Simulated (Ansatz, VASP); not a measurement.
One calculation of AlCo, two programs

INCAR

```
ALGO = Fast
EDIFF = 1E-7
ENCUT = 520
GGA = PS
ISIF = 2
ISMEAR = 0
LASPH = T
LCHARG = F
LREAL = F
LWAVE = F
NBANDS = 13
NELM = 80
PREC = Accurate
SIGMA = 0.15
```

KPOINTS

```
k-points
0
Gamma
  16 16 16
```

Contents of POSCAR:

```
AlCo
1.0
    2.8194032100      0.0000000000      0.0000000000
    0.0000000000      2.8194032100      0.0000000000
    0.0000000000      0.0000000000      2.8194032100
Al Co
1 1
Direct
    0.0000000000      0.0000000000      0.0000000000
    0.4498399676      0.4498399676      0.4645315010
```

Input for Ansatz:

```yaml
crystal:
  lattice:
    - [2.81940321, 0.0, 0.0]
    - [0.0, 2.81940321, 0.0]
    - [0.0, 0.0, 2.81940321]
  atoms:
    - { symbol: Al, position: [0.0, 0.0, 0.0] }
    - { symbol: Co, position: [0.4498399676, 0.4498399676, 0.464531501] }
basis:
  ecutwfc: 420
kpoints:
  mp_grid: { grid: [16, 16, 16] }
hamiltonian:
  xc: pbesol
scf:
  occupations: { method: gaussian, width: 0.15 }
output:
  forces: true
  stress: true
  eigenvalues: true
```

Alike in both runs: task single point; functional PBEsol; k mesh 16 × 16 × 16; occupations gaussian, width 0.15 eV; no spin polarisation.

|  | VASP | Ansatz |
| --- | --- | --- |
| version | VASP 6.6.1 | Ansatz 0.2.0 |
| potentials or method | VASP PAW PBE potentials, release 64 (Al, Co), cutoff 520 eV | scalar-relativistic, plane waves, PAW |
| valence electrons in the cell | 12 | 20 |

```csv
,VASP,Ansatz,Ansatz less VASP
gap on the k mesh at the Fermi level (eV),none,none,-
pressure (GPa),4.9,4.9,+0.03
"traceless stress, the component that is largest in VASP (GPa)",3.84,3.81,-0.031
rms of the force components (eV/Å),1.140,1.132,-0.0077
```

VASP's potentials were made for PBE, not for PBEsol. Atom by atom the forces differ by 0.008 eV/Å (rms over components). A gap of «none» marks a metal or a gap that the smearing closes. VASP's potentials hold 12 valence electrons a cell and Ansatz's 20, so a difference there can come from the potentials and not from the codes.
